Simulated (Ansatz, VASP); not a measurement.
## Two plane-wave programs on Sn2Bi2S

```
CELL_PARAMETERS angstrom
5.44203 0.00000 0.00000
-2.72102 4.71294 0.00000
0.00000 0.00000 8.37142
ATOMIC_POSITIONS crystal
Sn 0.00000 0.00000 0.29201
Sn 0.00000 0.00000 0.70799
Bi 0.33333 0.66667 0.50000
Bi 0.66667 0.33333 0.50000
S 0.00000 0.00000 0.00000
```

Alike in both runs: task relaxation of cell and atoms; functional PBE; k mesh 12 × 12 × 6; occupations gaussian, width 0.1 eV; no spin polarisation.

```csv
,VASP,Ansatz
version,VASP 6.6.1,Ansatz 0.2.0
potentials or method,"VASP PAW PBE potentials, release 64 (Sn_d, Bi_d, S), cutoff 600 eV","scalar-relativistic, plane waves, PAW"
valence electrons in the cell,64,64
```

Ansatz gave:

```
gap on the k mesh at the Fermi level, each at its own relaxed structure (eV)  : none
relaxed volume (Å³/atom)                                                      : 43.12
relaxed length of the cell vector where the two differ most in proportion (Å) : 8.213
```

Question: Estimate VASP's values.

Answer: gap on the k mesh at the Fermi level, each at its own relaxed structure (eV): none; relaxed volume (Å³/atom): 43.08; relaxed length of the cell vector where the two differ most in proportion (Å): 8.207.

A gap of «none» marks a metal or a gap that the smearing closes.

Spin-orbit coupling is off throughout.
